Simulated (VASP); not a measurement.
# SiGe (P6_3mc) in VASP: further runs

Runs on SiGe. Level: r2SCAN. Tasks: single point.

Program: VASP 6.6.1. These are calculated values, not measurements. Logs are shortened: lines on timing, memory, paths and dates and some standing lists are left out, and cuts for length are marked.

### Step 1. The cell of the first run

Symmetry: P6_3mc, No. 186, hexagonal system. Conventional cell: a = 3.904 Å, b = 3.904 Å, c = 6.451 Å, α = 90.00°, β = 90.00°, γ = 120.00°. Si (site symmetry 3m) has 4 Ge at 2.04 to 2.55 Å within 2.7 Å. Ge (site symmetry 3m) has 4 Si at 2.04 to 2.55 Å within 2.7 Å.

### Step 2. Single point, r2SCAN (all Si atoms moved -0.375 Å, as atom 1 along Cartesian [0 0 1])

File POSCAR:

```
SiGe
1.0
    3.9044512986      0.0000000000      0.0000000000
   -1.9522256493      3.3813540124      0.0000000000
    0.0000000000      0.0000000000      6.4507830000
Si Ge
2 2
Direct
    0.6666666667      0.3333333333      0.8164745221
    0.3333333333      0.6666666667      0.3164745221
    0.6666666667      0.3333333333      0.5003920000
    0.3333333333      0.6666666667      0.0003920000
```

File INCAR.step1:

```
SYSTEM = SiGe
ALGO = Normal
EDIFF = 1E-4
ENCUT = 520
GGA = PE
ISMEAR = 0
LASPH = .TRUE.
LCHARG = .FALSE.
LREAL = .FALSE.
LWAVE = .TRUE.
NBANDS = 26
NELM = 100
PREC = Accurate
SIGMA = 0.05
```

File INCAR.step2:

```
SYSTEM = SiGe
ALGO = Normal
EDIFF = 1E-7
ENCUT = 520
ISIF = 2
ISMEAR = 0
ISTART = 1
LASPH = .TRUE.
LCHARG = .FALSE.
LMIXTAU = .TRUE.
LREAL = .FALSE.
LWAVE = .FALSE.
METAGGA = R2SCAN
NBANDS = 26
NELM = 100
PREC = Accurate
SIGMA = 0.05
```

File KPOINTS:

```
k-points
0
G
  12 12 4
  0 0 0
```

Potentials or basis: VASP PAW PBE potentials, release 64 (Si, Ge_d).

Command:

```sh
$ cat potpaw_PBE.64/Si/POTCAR potpaw_PBE.64/Ge_d/POTCAR > POTCAR
$ cp INCAR.step1 INCAR
$ mpirun -np 1 vasp_std > vasp.out
$ cp INCAR.step2 INCAR
$ mpirun -np 1 vasp_std > vasp.out
```

OUTCAR:

```text
SYSTEM = SiGe
   EDIFF = 1E-7
   ENCUT = 520
   ISIF = 2
   ISMEAR = 0
   ISTART = 1
   LASPH = .TRUE.
   LREAL = .FALSE.
   METAGGA = R2SCAN
   NELM = 100
   PREC = Accurate

 ion  position               nearest neighbor table
   1  0.667  0.333  0.816-   3 2.04   4 2.55   4 2.55   4 2.55
   2  0.333  0.667  0.316-   4 2.04   3 2.55   3 2.55   3 2.55
   3  0.667  0.333  0.500-   1 2.04   2 2.55   2 2.55   2 2.55
   4  0.333  0.667  0.000-   2 2.04   1 2.55   1 2.55   1 2.55

  LATTYP: Found a hexagonal cell.
 ALAT       =     3.9044512986
 C/A-ratio  =     1.6521612146

  Lattice vectors:

 A1 = (   3.9044512986,   0.0000000000,   0.0000000000)
 A2 = (  -1.9522256493,   3.3813540124,   0.0000000000)
 A3 = (   0.0000000000,   0.0000000000,   6.4507830000)

Analysis of symmetry for initial positions (statically):
=====================================================================
 Subroutine PRICEL returns:
 Original cell was already a primitive cell.

 Routine SETGRP: Setting up the symmetry group for a
 hexagonal supercell.

 Subroutine GETGRP returns: Found 12 space group operations
 (whereof  6 operations were pure point group operations)
 out of a pool of 24 trial point group operations.

The static configuration has the point symmetry C_3v.
 The point group associated with its full space group is C_6v.

Analysis of symmetry for dynamics (positions and initial velocities):
=====================================================================
 Subroutine PRICEL returns:
 Original cell was already a primitive cell.

 Routine SETGRP: Setting up the symmetry group for a
 hexagonal supercell.

 Subroutine GETGRP returns: Found 12 space group operations
 (whereof  6 operations were pure point group operations)
 out of a pool of 24 trial point group operations.

The dynamic configuration has the point symmetry C_3v.
 The point group associated with its full space group is C_6v.

 Subroutine INISYM returns: Found 12 space group operations
 (whereof  6 operations are pure point group operations),
 and found     1 'primitive' translations

----------------------------------------------------------------------------------------

                                     Primitive cell

  volume of cell :      85.1654

  direct lattice vectors                    reciprocal lattice vectors
     3.904451299  0.000000000  0.000000000     0.256117934  0.147869758  0.000000000
    -1.952225649  3.381354012  0.000000000     0.000000000  0.295739516  0.000000000
     0.000000000  0.000000000  6.450783000     0.000000000  0.000000000  0.155019941

  length of vectors
     3.904451299  3.904451299  6.450783000     0.295739516  0.295739516  0.155019941

  position of ions in fractional coordinates (direct lattice)
     0.666666667  0.333333333  0.816474522
     0.333333333  0.666666667  0.316474522
     0.666666667  0.333333333  0.500392000
     0.333333333  0.666666667  0.000392000

  ion indices of the primitive-cell ions
   primitive index   ion index
                 1           1
                 2           2
                 3           3
                 4           4

----------------------------------------------------------------------------------------

 KPOINTS: k-points

Automatic generation of k-mesh.
 Grid dimensions read from file:
 generate k-points for:   12   12    4

 Generating k-lattice:

  Cartesian coordinates                     Fractional coordinates (reciprocal lattice)
     0.021343161  0.012322480  0.000000000     0.083333333  0.000000000  0.000000000
     0.000000000  0.024644960  0.000000000     0.000000000  0.083333333  0.000000000
     0.000000000  0.000000000  0.038754985     0.000000000  0.000000000  0.250000000

  Length of vectors
     0.024644960  0.024644960  0.038754985

  Shift w.r.t. Gamma in fractional coordinates (k-lattice)
     0.000000000  0.000000000  0.000000000

 Subroutine IBZKPT returns following result:
 ===========================================

 Found     57 irreducible k-points:

 Following reciprocal coordinates:
            Coordinates               Weight
  0.000000  0.000000  0.000000      1.000000
  0.083333 -0.000000  0.000000      6.000000
  0.166667  0.000000  0.000000      6.000000
  0.250000  0.000000  0.000000      6.000000
  0.333333  0.000000  0.000000      6.000000
  0.416667 -0.000000  0.000000      6.000000
[... 16 lines left out ...]
  0.250000  0.000000  0.250000     12.000000
  0.333333  0.000000  0.250000     12.000000
 [... further k-points ...]
   k-points           NKPTS =     57   k-points in BZ     NKDIM =     57   number of bands    NBANDS=     26
   number of dos      NEDOS =    301   number of ions     NIONS =      4
   total plane-waves  NPLWV =  43200
   dimension x,y,z NGX =    30 NGY =   30 NGZ =   48
   dimension x,y,z NGXF=    60 NGYF=   60 NGZF=   96
   ions per type =               2   2
   NGX,Y,Z   is equivalent  to a cutoff of  12.77, 12.77, 12.37 a.u.
   NGXF,Y,Z  is equivalent  to a cutoff of  25.55, 25.55, 24.74 a.u.
 SYSTEM =  SiGe
   PREC   = accura    normal or accurate (medium, high low for compatibility)
   ISTART =      1    job   : 0-new  1-cont  2-samecut
   ICHARG =      0    charge: 1-file 2-atom 10-const
   ISPIN  =      1    spin polarized calculation?
   LNONCOLLINEAR =      F non collinear calculations
   LSORBIT =      F    spin-orbit coupling
   LASPH  =      T    aspherical Exc in radial PAW
   ENCUT  =  520.0 eV  38.22 Ry    6.18 a.u.   7.26  7.26 11.99*2*pi/ulx,y,z
   NELM   =    100;   NELMIN=  2; NELMDL=  0     # of ELM steps
   EDIFF  = 0.1E-06   stopping-criterion for ELM
   LREAL  =      F    real-space projection
   EDIFFG = 0.1E-05   stopping-criterion for IOM
   NSW    =      0    number of steps for IOM
   IBRION =     -1    ionic relax: 0-MD 1-quasi-New 2-CG
   NFREE  =      0    steps in history (QN), initial steepest desc. (CG)
   ISIF   =      2    stress and relaxation
   ISYM   =      2    0-nonsym 1-usesym 2-fastsym
   POTIM  = 0.5000    time-step for ionic-motion
   TEBEG  =    0.0;   TEEND  =   0.0 temperature during run
   PSTRESS=    0.0 pullay stress
   NELECT =      36.0000    total number of electrons
   NUPDOWN=      -1.0000    fix difference up-down
   EMIN   =  10.00;   EMAX   =-10.00  energy-range for DOS
   EFERMI =   0.00;   METHOD = LEGACY
   ISMEAR =     0;   SIGMA  =   0.05  broadening in eV -4-tet -1-fermi 0-gaus
   EFERMI_NEDOS =   21; number of points for ismear=-14 and -15
   IALGO  =     38    algorithm
   IMIX   =      4    mixing-type and parameters
     AMIX     =   0.40;   BMIX     =  1.00
     AMIX_MAG =   1.60;   BMIX_MAG =  1.00
  volume/ion in A,a.u.               =      21.29       143.68
  Fermi-wavevector in a.u.,A,eV,Ry     =   1.228631  2.321775 20.538443  1.509533
  Thomas-Fermi vector in A             =   2.363549
   LORBIT       =      0    0 simple, 1 ext, 2 COOP (PROOUT), +10 PAW based schemes
   METAGGA = R2SCAN    functional components
   LHFCALC =     F    Hartree Fock is set to
   AEXX    =    0.0000 exact exchange contribution
   IVDW    =     0    specifies the selected vdW correction
   LEPSILON=     F    determine dielectric tensor
   LRPA    =     F    only Hartree local field effects (RPA)
 non-spin polarized calculation
 Gauss-broadening in eV      SIGMA  =   0.05
  energy-cutoff  :      520.00
  volume of cell :       85.17
 maximum number of plane-waves:      2316
 NGX is ok and might be reduce to    30
   NGX = 15   NGY = 15   NGZ = 23

 number of electron      35.9999967 magnetization

 Free energy of the ion-electron system (eV)
  ---------------------------------------------------
  ext. energy  EPLUGINS =         0.00000000
  ---------------------------------------------------
  free energy    TOTEN  =       -42.76703255 eV

  energy without entropy =      -42.76602094  energy(sigma->0) =      -42.76652674

 E-fermi :   5.7357     XC(G=0): -10.3989

 val. band max:        5.6307032392   @ k =   0.2500   0.0000   0.0000
 cond. band min:       5.7550227499   @ k =   0.3333   0.0000   0.2500
 fundamental gap:      0.1243195106
 Fermi energy:         5.7356793185

 k-point     1 :       0.0000    0.0000    0.0000
  band No.  band energies     occupation
      1     -20.0846      2.00000
      2     -20.0811      2.00000
      3     -19.9946      2.00000
      4     -19.9946      2.00000
      5     -19.9865      2.00000
      6     -19.9865      2.00000
[... 18 lines left out ...]
     25      10.7476      0.00000
     26      11.9940      0.00000

 k-point     2 :       0.0833   -0.0000    0.0000
  band No.  band energies     occupation
      1     -20.0843      2.00000
      2     -20.0808      2.00000
      3     -19.9949      2.00000
      4     -19.9948      2.00000
      5     -19.9869      2.00000
      6     -19.9864      2.00000
[... 18 lines left out ...]
     25      11.0753      0.00000
     26      11.4778      0.00000

 k-point     3 :       0.1667    0.0000    0.0000
  band No.  band energies     occupation
      1     -20.0834      2.00000
      2     -20.0803      2.00000
      3     -19.9955      2.00000
      4     -19.9952      2.00000
      5     -19.9879      2.00000
      6     -19.9862      2.00000
[... 18 lines left out ...]
     25      11.8139      0.00000
     26      11.9079      0.00000

 k-point     4 :       0.2500    0.0000    0.0000
  band No.  band energies     occupation
      1     -20.0822      2.00000
      2     -20.0796      2.00000
      3     -19.9964      2.00000
      4     -19.9958      2.00000
      5     -19.9893      2.00000
      6     -19.9859      2.00000
[... 18 lines left out ...]
     25      11.7763      0.00000
     26      12.9604      0.00000
[... 496 lines left out ...]
      1     -20.0830      2.00000
      2     -20.0808      2.00000
      3     -19.9944      2.00000
      4     -19.9939      2.00000
      5     -19.9890      2.00000
      6     -19.9876      2.00000
[... 18 lines left out ...]
     25      11.1102      0.00000
     26      11.5886      0.00000

 k-point    23 :       0.2500    0.0000    0.2500
  band No.  band energies     occupation
      1     -20.0819      2.00000
      2     -20.0801      2.00000
      3     -19.9953      2.00000
      4     -19.9944      2.00000
      5     -19.9903      2.00000
      6     -19.9874      2.00000
[... 18 lines left out ...]
     25      11.9975      0.00000
     26      12.1419      0.00000

 k-point    24 :       0.3333    0.0000    0.2500
  band No.  band energies     occupation
      1     -20.0808      2.00000
      2     -20.0794      2.00000
      3     -19.9961      2.00000
      4     -19.9948      2.00000
      5     -19.9915      2.00000
      6     -19.9873      2.00000
[... 18 lines left out ...]
     25      12.7196      0.00000
     26      13.5070      0.00000

 [... further k-points ...]

------------------------ aborting loop because EDIFF is reached ----------------------------------------

  FORCE on cell =-STRESS in cart. coord.  units (eV):
  Direction    XX          YY          ZZ          XY          YZ          ZX
  --------------------------------------------------------------------------------------
  -------------------------------------------------------------------------------------
  Total       -3.1154994     -3.1154994     16.0745932      0.0000000      0.0000000      0.0000000
  in kB      -58.6104656    -58.6104656    302.4039695      0.0000000      0.0000000      0.0000000
  external PRESSURE =      61.7276794 kB  Pullay stress =       0.0000000 kB

 VOLUME and BASIS-vectors are now :
 -----------------------------------------------------------------------------
  energy-cutoff  :      520.00
  volume of cell :       85.17
      direct lattice vectors                 reciprocal lattice vectors
     3.904451299  0.000000000  0.000000000     0.256117934  0.147869758  0.000000000
    -1.952225649  3.381354012  0.000000000     0.000000000  0.295739516  0.000000000
     0.000000000  0.000000000  6.450783000     0.000000000  0.000000000  0.155019941

 POSITION                                       TOTAL-FORCE (eV/Angst)
 -----------------------------------------------------------------------------------
      1.95223      1.12712      5.26690        -0.000000     -0.000000      7.430505
     -0.00000      2.25424      2.04151         0.000000     -0.000000      7.430505
      1.95223      1.12712      3.22792         0.000000      0.000000     -7.430505
     -0.00000      2.25424      0.00253        -0.000000     -0.000000     -7.430505
 -----------------------------------------------------------------------------------
    total drift:                               -0.000000     -0.000000      0.012397

  FREE ENERGIE OF THE ION-ELECTRON SYSTEM (eV)
  ---------------------------------------------------
  free  energy   TOTEN  =       -42.7670325473 eV

  energy  without entropy=      -42.7660209378  energy(sigma->0) =      -42.76652674
```

It took 13 min on 1 thread of Intel Xeon 8259CL, shared host; peak memory 0.27 GiB.

What came out:

```yaml
Free_energy: -42.7670 eV
Pressure: 6.2 GPa
Largest_force: 7.431 eV/Å
Band_gap_on_the_k_mesh: zero (bands 18 and 19 overlap by 1.28 eV)
```

Forces in eV/Å, atoms in the order of the input:
```
Si   0.000  0.000  7.431
Si   0.000  0.000  7.431
Ge   0.000  0.000 -7.431
Ge   0.000  0.000 -7.431
```

Caveat: the cell differs from its parent crystal (all Si atoms moved -0.375 Å, as atom 1 along Cartesian [0 0 1]); the stress differs along the axes, from -6 to 30 GPa; the PAW data sets were made with another functional, which shifts forces and pressure a little.

[end of part 1 of 3]

The gap in the log of VASP goes by the Fermi energy; the results here count the filled bands.